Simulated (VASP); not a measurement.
Write the native input for VASP 6.6.1 that does the following.

| Property | Result |
| --- | --- |
| Task | single point |
| Functional | PBEsol |
| Potentials or basis | VASP PAW PBE potentials, release 64 (Sn_d) |
| Cutoff | 520 eV |
| k mesh | 11 × 11 × 11 |
| Occupations | fermi-dirac, width 0.1 eV |
| Spin | no spin polarisation |
| Dipole correction | no |
| Further INCAR settings | ALGO = Normal; EDIFF = 1e-06; NBANDS = 13 |

The structure of Sn lies in POSCAR:

```
Sn
1.0
   -1.8690452781      1.8690452781      1.8690452781
    1.8690452781     -1.8690452781      1.8690452781
    1.8690452781      1.8690452781     -1.8690452781
Sn
1
Direct
    0.0000000000      0.0000000000      0.0000000000
```

These files were run (other wordings do the same):

INCAR

```
SYSTEM = Sn
PREC = Accurate ; ENCUT = 520
EDIFF = 1E-6 ; ISMEAR = -1
SIGMA = 0.1 ; LREAL = .False.
LASPH = .True. ; NELM = 80
ALGO = Normal ; ISIF = 2
LWAVE = .False. ; LCHARG = .False.
GGA = PS ; NBANDS = 13
```

KPOINTS

```
Automatic mesh
0
Gamma
  11 11 11
  0 0 0
```

Potentials or basis: VASP PAW PBE potentials, release 64 (Sn_d).

The run is started by

```bash
$ cat potpaw_PBE.64/Sn_d/POTCAR > POTCAR
$ mpirun -np 1 vasp_std > vasp.out
```

Results of the run:

The pressure is 0.3 GPa and the band gap on the k mesh is zero (band 7 reaches 16.75 eV, above the bottom of band 8 at 5.91 eV).

Caveat: the PAW data sets were made with another functional, which shifts forces and pressure a little; spin-orbit coupling is left out, which moves the levels of the heavy elements.

Run time: 5.6 s on 1 thread of Intel(R) Xeon(R) Platinum 8488C (Sapphire Rapids) (shared host), peak memory 0.14 GiB.
